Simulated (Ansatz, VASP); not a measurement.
**Se in VASP and in Ansatz**

INCAR

```
PREC = Accurate ; ENCUT = 520
EDIFF = 1E-6 ; ISMEAR = -1
SIGMA = 0.05 ; LREAL = False
LASPH = True ; NELM = 80
ALGO = Normal ; ISIF = 2
LWAVE = False ; LCHARG = False
GGA = PS ; NBANDS = 13
```

The input KPOINTS:

```
Automatic mesh
0
Gamma
  8 8 4
```

File POSCAR:

```
Se
1.0
    1.3825518998     -4.0050601936      0.0000000000
    1.3825518998      4.0050601936      0.0000000000
    0.0000000000      0.0000000000      4.5746608393
Se
2
Direct
    0.9356550000      0.0643450000      0.2500000000
    0.0643450000      0.9356550000      0.7500000000
```

Input for Ansatz:

```yaml
crystal:
  lattice:
    - [1.3825518998174204, -4.0050601935625485, 0.0]
    - [1.3825518998174204, 4.0050601935625485, 0.0]
    - [0.0, 0.0, 4.574660839283225]
  atoms:
    - { symbol: Se, position: [0.935655, 0.064345, 0.25] }
    - { symbol: Se, position: [0.064345, 0.935655, 0.75] }
basis:
  ecutwfc: 500.0
kpoints:
  mp_grid:
    grid: [8, 8, 4]
hamiltonian:
  xc: pbesol
scf:
  convergence:
    dr2_threshold: 1.0e-10
  occupations:
    method: fermi_dirac
    width: 0.05
output:
  stress: true
```

Alike in both runs: task single point; functional PBEsol; k mesh 8 × 8 × 4; occupations fermi-dirac, width 0.05 eV; no spin polarisation.

|  | VASP | Ansatz |
| --- | --- | --- |
| version | VASP 6.6.1 | Ansatz 0.2.0 |
| potentials or method | VASP PAW PBE potentials, release 64 (Se), cutoff 520 eV | plane waves, PAW |
| valence electrons in the cell | 12 | 32 |

Ansatz gave:

```
pressure (GPa)                                                : 0.8
traceless stress, the component that is largest in VASP (GPa) : 1.94
```

Which values does VASP return?

Pressure (GPa): 1.0; traceless stress, the component that is largest in VASP (GPa): 2.04.

VASP's potentials were made for PBE, not for PBEsol. With one functional, cell and mesh, what is left measures potentials, basis and numerics. VASP's potentials hold 12 valence electrons a cell and Ansatz's 32, so a difference there can come from the potentials and not from the codes.
